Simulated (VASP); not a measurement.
The system is KF (wurtzite type).

```
K F
1.0
     3.66457    0.00000    0.00000
    -1.83229    3.17361    0.00000
     0.00000    0.00000    5.97326
K F
2 2
Direct
  0.33333 0.66667 0.00000
  0.66667 0.33333 0.50000
  0.33333 0.66667 0.37600
  0.66667 0.33333 0.87600
```

* Program: VASP 6.6.1
* Task: relaxation of cell and atoms
* Functional: PBE
* Potentials or basis: VASP PAW PBE potentials, release 64 (K_sv, F)
* Cutoff: 600 eV
* k mesh: 11 × 11 × 6
* Occupations: fermi-dirac, width 0.03 eV
* Spin: no spin polarisation

At the start: pressure 23.0 GPa; volume 17.37 Å³/atom.

Task: How do energy, volume and symmetry change on relaxing?

Result: Over 50 steps the energy falls by 458.4 meV/atom and the volume is 23.08 Å³/atom (+32.9 %); space group P6_3/mmc (No. 194, to 0.05 Å).

The path:
```
step  energy change (eV)  largest force (eV/Å)  pressure (GPa)  volume (Å³)
   1              0.0000                0.0169           22.97        69.47
   3             -1.6853                0.0338           -1.70       109.27
   5             -1.7205                0.0372            0.18       102.11
   7             -1.7227                0.0430            0.17       102.12
   9             -1.7259                0.0803            0.03       102.07
  11             -1.7286                0.0356           -0.04       102.20
  13             -1.7293                0.0003           -0.10       102.32
  15             -1.7295                0.0021            0.03       101.81
  17             -1.7297                0.0162            0.05       101.61
  19             -1.7299                0.0162           -0.11       101.97
  21             -1.7301                0.0125           -0.13       101.91
  23             -1.7309                0.0020           -0.19       101.66
  25             -1.7394                0.0051           -0.61       100.52
  27             -1.4916                0.9340            0.11        93.85
  29             -1.7995                0.0021           -1.76        96.32
  31             -1.8026                0.0561           -1.74        96.90
  33             -1.8027                0.0537           -1.74        96.88
  35             -1.8027                0.0437           -1.76        96.78
  37             -1.8028                0.0474           -1.76        96.81
  39             -1.8035                0.0470           -1.73        96.75
  41             -1.8062                0.0451           -1.66        96.52
  43             -1.8155                0.0382           -1.33        95.58
  45             -1.8321                0.0013            0.04        91.92
  47             -1.8324                0.0028            0.00        92.04
  49             -1.8337                0.0043           -0.01        92.29
  50             -1.8337                0.0046           -0.01        92.32
```

Final structure:
```cif
data_structure
_symmetry_space_group_name_H-M 'P 1'
_symmetry_Int_Tables_number 1
_cell_length_a 4.4330
_cell_length_b 4.4330
_cell_length_c 5.4243
_cell_angle_alpha 90.000
_cell_angle_beta 90.000
_cell_angle_gamma 120.000
_cell_volume 92.32
loop_
_atom_site_label
_atom_site_type_symbol
_atom_site_fract_x
_atom_site_fract_y
_atom_site_fract_z
_atom_site_occupancy
K1 K 0.33333 0.66667 0.93836 1
K2 K 0.66667 0.33333 0.43836 1
F1 F 0.33333 0.66667 0.43764 1
F2 F 0.66667 0.33333 0.93764 1
```

Caveat: the volume moved by over 15 % at a fixed basis, so the end points are rough.
